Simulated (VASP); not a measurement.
# Sr (Fm-3m) in VASP: notebook

Sr is run at these levels: LDA; tasks: electric field gradients.

Program: VASP 6.6.1. These are calculated values, not measurements. Logs are shortened: lines on timing, memory, paths and dates and some standing lists are left out, and cuts for length are marked.

**1. The cell of the first run**

It takes space group Fm-3m (No. 225, cubic). Conventional cell: a = 6.064 Å, b = 6.064 Å, c = 6.064 Å, α = 90.00°, β = 90.00°, γ = 90.00°. Sr (site symmetry m-3m) has 12 Sr at 4.29 Å within 5.6 Å.

**2. Electric field gradients, LDA (volume scaled by 0.99)**

INCAR

```
PREC = Accurate
ENCUT = 520
EDIFF = 1E-8
ISMEAR = -1
SIGMA = 0.08
LREAL = False
LASPH = True
NELM = 100
ALGO = Normal
ISIF = 2
LWAVE = False
LCHARG = False
LEFG = True
NBANDS = 11
```

KPOINTS

```
regular mesh
0
Gamma
  10 10 10
```

POSCAR

```
Sr
1.0
    0.0000000000      3.0321748404      3.0321748404
    3.0321748404      0.0000000000      3.0321748404
    3.0321748404      3.0321748404      0.0000000000
Sr
1
Direct
    0.0000000000      0.0000000000      0.0000000000
```

Potentials or basis: VASP PAW LDA potentials, release 64 (Sr_sv).

On the command line:

```console
$ cat potpaw_LDA.64/Sr_sv/POTCAR > POTCAR
$ mpirun -np 1 vasp_std > vasp.out
```

OUTCAR:

```text
PREC = Accurate
   ENCUT = 520
   EDIFF = 1E-8
   ISMEAR = -1
   LREAL = False
   LASPH = True
   NELM = 100
   ISIF = 2

 ion  position               nearest neighbor table
   1  0.000  0.000  0.000-

  LATTYP: Found a face centered cubic cell.
 ALAT       =     6.0643496808

  Lattice vectors:

 A1 = (   0.0000000000,   3.0321748404,   3.0321748404)
 A2 = (   3.0321748404,   0.0000000000,   3.0321748404)
 A3 = (   3.0321748404,   3.0321748404,   0.0000000000)

Analysis of symmetry for initial positions (statically):
=====================================================================
 Subroutine PRICEL returns:
 Original cell was already a primitive cell.

 Routine SETGRP: Setting up the symmetry group for a
 face centered cubic supercell.

 Subroutine GETGRP returns: Found 48 space group operations
 (whereof 48 operations were pure point group operations)
 out of a pool of 48 trial point group operations.

The static configuration has the point symmetry O_h .

Analysis of symmetry for dynamics (positions and initial velocities):
=====================================================================
 Subroutine PRICEL returns:
 Original cell was already a primitive cell.

 Routine SETGRP: Setting up the symmetry group for a
 face centered cubic supercell.

 Subroutine GETGRP returns: Found 48 space group operations
 (whereof 48 operations were pure point group operations)
 out of a pool of 48 trial point group operations.

The dynamic configuration has the point symmetry O_h .

 Subroutine INISYM returns: Found 48 space group operations
 (whereof 48 operations are pure point group operations),
 and found     1 'primitive' translations

----------------------------------------------------------------------------------------

                                     Primitive cell

  volume of cell :      55.7561

  direct lattice vectors                    reciprocal lattice vectors
     0.000000000  3.032174840  3.032174840    -0.164898143  0.164898143  0.164898143
     3.032174840  0.000000000  3.032174840     0.164898143 -0.164898143  0.164898143
     3.032174840  3.032174840  0.000000000     0.164898143  0.164898143 -0.164898143

  length of vectors
     4.288142783  4.288142783  4.288142783     0.285611962  0.285611962  0.285611962

  position of ions in fractional coordinates (direct lattice)
     0.000000000  0.000000000  0.000000000

  ion indices of the primitive-cell ions
   primitive index   ion index
                 1           1

----------------------------------------------------------------------------------------

 KPOINTS: regular mesh

Automatic generation of k-mesh.
 Grid dimensions read from file:
 generate k-points for:   10   10   10

 Generating k-lattice:

  Cartesian coordinates                     Fractional coordinates (reciprocal lattice)
    -0.016489814  0.016489814  0.016489814     0.100000000  0.000000000  0.000000000
     0.016489814 -0.016489814  0.016489814     0.000000000  0.100000000  0.000000000
     0.016489814  0.016489814 -0.016489814     0.000000000  0.000000000  0.100000000

  Length of vectors
     0.028561196  0.028561196  0.028561196

  Shift w.r.t. Gamma in fractional coordinates (k-lattice)
     0.000000000  0.000000000  0.000000000

 Subroutine IBZKPT returns following result:
 ===========================================

 Found     47 irreducible k-points:

 Following reciprocal coordinates:
            Coordinates               Weight
  0.000000  0.000000  0.000000      1.000000
  0.100000  0.000000  0.000000      8.000000
  0.200000  0.000000  0.000000      8.000000
  0.300000  0.000000  0.000000      8.000000
  0.400000  0.000000  0.000000      8.000000
  0.500000  0.000000  0.000000      4.000000
[... 16 lines left out ...]
  0.300000  0.300000  0.000000      6.000000
  0.400000  0.300000  0.000000     24.000000
 [... further k-points ...]
   k-points           NKPTS =     47   k-points in BZ     NKDIM =     47   number of bands    NBANDS=     11
   number of dos      NEDOS =    301   number of ions     NIONS =      1
   total plane-waves  NPLWV =  32768
   dimension x,y,z NGX =    32 NGY =   32 NGZ =   32
   dimension x,y,z NGXF=    64 NGYF=   64 NGZF=   64
   ions per type =               1
   NGX,Y,Z   is equivalent  to a cutoff of  12.41, 12.41, 12.41 a.u.
   NGXF,Y,Z  is equivalent  to a cutoff of  24.81, 24.81, 24.81 a.u.
 SYSTEM =  unknown system
   PREC   = accura    normal or accurate (medium, high low for compatibility)
   ISTART =      0    job   : 0-new  1-cont  2-samecut
   ICHARG =      2    charge: 1-file 2-atom 10-const
   ISPIN  =      1    spin polarized calculation?
   LNONCOLLINEAR =      F non collinear calculations
   LSORBIT =      F    spin-orbit coupling
   LASPH  =      T    aspherical Exc in radial PAW
   ENCUT  =  520.0 eV  38.22 Ry    6.18 a.u.   7.97  7.97  7.97*2*pi/ulx,y,z
   NELM   =    100;   NELMIN=  2; NELMDL= -5     # of ELM steps
   EDIFF  = 0.1E-07   stopping-criterion for ELM
   LREAL  =      F    real-space projection
   EDIFFG = 0.1E-06   stopping-criterion for IOM
   NSW    =      0    number of steps for IOM
   IBRION =     -1    ionic relax: 0-MD 1-quasi-New 2-CG
   NFREE  =      0    steps in history (QN), initial steepest desc. (CG)
   ISIF   =      2    stress and relaxation
   ISYM   =      2    0-nonsym 1-usesym 2-fastsym
   POTIM  = 0.5000    time-step for ionic-motion
   TEBEG  =    0.0;   TEEND  =   0.0 temperature during run
   PSTRESS=    0.0 pullay stress
   NELECT =      10.0000    total number of electrons
   NUPDOWN=      -1.0000    fix difference up-down
   EMIN   =  10.00;   EMAX   =-10.00  energy-range for DOS
   EFERMI =   0.00;   METHOD = LEGACY
   ISMEAR =    -1;   SIGMA  =   0.08  broadening in eV -4-tet -1-fermi 0-gaus
   EFERMI_NEDOS =   21; number of points for ismear=-14 and -15
   IALGO  =     38    algorithm
   IMIX   =      4    mixing-type and parameters
     AMIX     =   0.40;   BMIX     =  1.00
     AMIX_MAG =   1.60;   BMIX_MAG =  1.00
  volume/ion in A,a.u.               =      55.76       376.26
  Fermi-wavevector in a.u.,A,eV,Ry     =   0.923231  1.744654 11.597012  0.852356
  Thomas-Fermi vector in A             =   2.048845
   LORBIT       =      0    0 simple, 1 ext, 2 COOP (PROOUT), +10 PAW based schemes
   GGA     = CA    functional components
   LHFCALC =     F    Hartree Fock is set to
   AEXX    =    0.0000 exact exchange contribution
   IVDW    =     0    specifies the selected vdW correction
   LEPSILON=     F    determine dielectric tensor
   LRPA    =     F    only Hartree local field effects (RPA)
 non-spin polarized calculation
  energy-cutoff  :      520.00
  volume of cell :       55.76
 maximum number of plane-waves:      1524
   NGX = 15   NGY = 15   NGZ = 15

 number of electron      10.0000000 magnetization

 Free energy of the ion-electron system (eV)
  ---------------------------------------------------
  ext. energy  EPLUGINS =         0.00000000
  ---------------------------------------------------
  free energy    TOTEN  =        -1.87335934 eV

  energy without entropy =       -1.84551800  energy(sigma->0) =       -1.85943867

 E-fermi :   1.3791     XC(G=0):  -7.5142

 val. band max:        1.3445921487   @ k =  -0.3000   0.5000   0.2000
 cond. band min:       1.3826968714   @ k =  -0.3000   0.4000   0.1000
 fundamental gap:      0.0381047227
 Fermi energy:         1.3791024101

 k-point     1 :       0.0000    0.0000    0.0000
  band No.  band energies     occupation
      1     -35.1134      2.00000
      2     -17.0989      2.00000
      3     -17.0989      2.00000
      4     -17.0989      2.00000
      5      -2.2666      2.00000
      6       3.5972      0.00000
      7       3.5972      0.00000
      8       3.5972      0.00000
      9       5.0267      0.00000
     10       5.0267      0.00000
     11       8.5076      0.00000

 k-point     2 :       0.1000    0.0000    0.0000
  band No.  band energies     occupation
      1     -35.1121      2.00000
      2     -17.1177      2.00000
      3     -17.1015      2.00000
      4     -17.1015      2.00000
      5      -2.1070      2.00000
      6       3.3686      0.00000
      7       3.6701      0.00000
      8       3.6701      0.00000
      9       4.9368      0.00000
     10       4.9368      0.00000
     11       8.8953      0.00000

 k-point     3 :       0.2000    0.0000    0.0000
  band No.  band energies     occupation
      1     -35.1088      2.00000
      2     -17.1663      2.00000
      3     -17.1081      2.00000
      4     -17.1081      2.00000
      5      -1.6507      2.00000
      6       2.8612      0.00000
      7       3.7729      0.00000
      8       3.7729      0.00000
      9       4.8775      0.00000
     10       4.8775      0.00000
     11       8.5787      0.00000

 k-point     4 :       0.3000    0.0000    0.0000
  band No.  band energies     occupation
      1     -35.1046      2.00000
      2     -17.2255      2.00000
      3     -17.1163      2.00000
      4     -17.1163      2.00000
      5      -0.9698      2.00000
      6       2.3047      0.00002
      7       3.6822      0.00000
      8       3.6822      0.00000
      9       5.1997      0.00000
     10       5.1997      0.00000
     11       7.6954      0.00000

 k-point     5 :       0.4000    0.0000    0.0000
  band No.  band energies     occupation
      1     -35.1012      2.00000
      2     -17.2725      2.00000
      3     -17.1229      2.00000
      4     -17.1229      2.00000
      5      -0.2174      2.00000
      6       1.7880      0.01198
      7       3.5220      0.00000
      8       3.5220      0.00000
      9       5.7498      0.00000
     10       5.7498      0.00000
     11       7.0223      0.00000
[... 211 lines left out ...]
 k-point    21 :      -0.3000    0.2000    0.0000
  band No.  band energies     occupation
      1     -35.1000      2.00000
      2     -17.2451      2.00000
      3     -17.1708      2.00000
      4     -17.1255      2.00000
      5       0.0268      2.00000
      6       2.0324      0.00057
      7       2.7297      0.00000
      8       3.9664      0.00000
      9       4.9913      0.00000
     10       6.2594      0.00000
     11       7.1156      0.00000

 k-point    22 :      -0.2000    0.2000    0.0000
  band No.  band energies     occupation
      1     -35.1032      2.00000
      2     -17.2162      2.00000
      3     -17.1525      2.00000
      4     -17.1155      2.00000
      5      -0.7201      2.00000
      6       2.3804      0.00001
      7       3.0941      0.00000
      8       4.1363      0.00000
      9       4.4227      0.00000
     10       5.8860      0.00000
     11       8.0173      0.00000

 k-point    23 :       0.3000    0.3000    0.0000
  band No.  band energies     occupation
      1     -35.1017      2.00000
      2     -17.2197      2.00000
      3     -17.1449      2.00000
      4     -17.1449      2.00000
      5      -0.5601      2.00000
      6       2.1647      0.00011
      7       3.0251      0.00000
      8       4.5898      0.00000
      9       4.5898      0.00000
     10       5.6519      0.00000
     11       9.1776      0.00000

 k-point    24 :       0.4000    0.3000    0.0000
  band No.  band energies     occupation
      1     -35.0990      2.00000
      2     -17.2450      2.00000
      3     -17.1588      2.00000
      4     -17.1528      2.00000
      5      -0.0001      2.00000
      6       1.9528      0.00154
      7       2.6723      0.00000
      8       4.7322      0.00000
      9       5.0796      0.00000
     10       5.9623      0.00000
     11       7.5724      0.00000

 [... further k-points ...]
[... 5 lines left out ...]
  --------------------------------------------------------------------------------------
  -------------------------------------------------------------------------------------
  Total       -0.5142112     -0.5142112     -0.5142112      0.0000000     -0.0000000     -0.0000000
  in kB      -14.7760866    -14.7760866    -14.7760866      0.0000000     -0.0000000     -0.0000000
  external PRESSURE =     -14.7760866 kB  Pullay stress =       0.0000000 kB

 VOLUME and BASIS-vectors are now :
 -----------------------------------------------------------------------------
  energy-cutoff  :      520.00
  volume of cell :       55.76
      direct lattice vectors                 reciprocal lattice vectors
     0.000000000  3.032174840  3.032174840    -0.164898143  0.164898143  0.164898143
     3.032174840  0.000000000  3.032174840     0.164898143 -0.164898143  0.164898143
     3.032174840  3.032174840  0.000000000     0.164898143  0.164898143 -0.164898143

 POSITION                                       TOTAL-FORCE (eV/Angst)
 -----------------------------------------------------------------------------------
      0.00000      0.00000      0.00000        -0.000000      0.000000      0.000000
 -----------------------------------------------------------------------------------
    total drift:                                0.000000      0.000000      0.000000

  FREE ENERGIE OF THE ION-ELECTRON SYSTEM (eV)
  ---------------------------------------------------
  free  energy   TOTEN  =        -1.8733593372 eV

  energy  without entropy=       -1.8455180004  energy(sigma->0) =       -1.85943867

 Electric field gradients (V/A^2)
---------------------------------------------------------------------
 ion       V_xx      V_yy      V_zz      V_xy      V_xz      V_yz
---------------------------------------------------------------------
   1       0.000     0.000    -0.000    -0.000    -0.000    -0.000
---------------------------------------------------------------------

 Electric field gradients after diagonalization (V/A^2)
 (convention: |V_zz| > |V_xx| > |V_yy|)
----------------------------------------------------------------------
 ion       V_xx      V_yy      V_zz     asymmetry (V_yy - V_xx)/ V_zz
----------------------------------------------------------------------
   1       0.000     0.000    -0.000       0.000
----------------------------------------------------------------------

           NMR quadrupolar parameters

 Cq : quadrupolar parameter    Cq=e*Q*V_zz/h
 eta: asymmetry parameters     (V_yy - V_xx)/ V_zz
 Q  : nuclear electric quadrupole moment in mb (millibarn)
----------------------------------------------------------------------
 ion       Cq(MHz)       eta       Q (mb)
----------------------------------------------------------------------
   1      -0.000       0.000       1.000
----------------------------------------------------------------------
```

Wall time 10 s (1 thread of Intel Xeon Platinum 8488C (Sapphire Rapids), shared host); peak memory 0.16 GiB.

What came out:

```
Free energy            : -1.8734 eV
Pressure               : -1.5 GPa
Band gap on the k mesh : zero (band 5 reaches 1.43 eV, above the bottom of band 6 at 1.39 eV)
```

Levels at points of the mesh, in eV from the Fermi level:
| k point | band 1 | band 2 | band 3 | band 4 | band 5 | band 6 | band 7 | band 8 | band 9 | band 10 |
| --- | --- | --- | --- | --- | --- | --- | --- | --- | --- | --- |
| (0.00, 0.00, 0.00) | -36.49 | -18.48 | -18.48 | -18.48 | -3.65 | 2.22 | 2.22 | 2.22 | 3.65 | 3.65 |
| (0.50, 0.00, 0.00) | -36.48 | -18.67 | -18.50 | -18.50 | -1.17 | 0.11 | 2.08 | 2.08 | 4.67 | 4.67 |
| (0.50, 0.50, 0.00) | -36.47 | -18.66 | -18.55 | -18.55 | -0.65 | 0.29 | 1.06 | 4.68 | 4.97 | 4.97 |

Caveat: without QUAD_EFG the Cq values of the log hold for a quadrupole moment of 1 mb, not for the nuclei.

(Continued in part 2 of 3.)
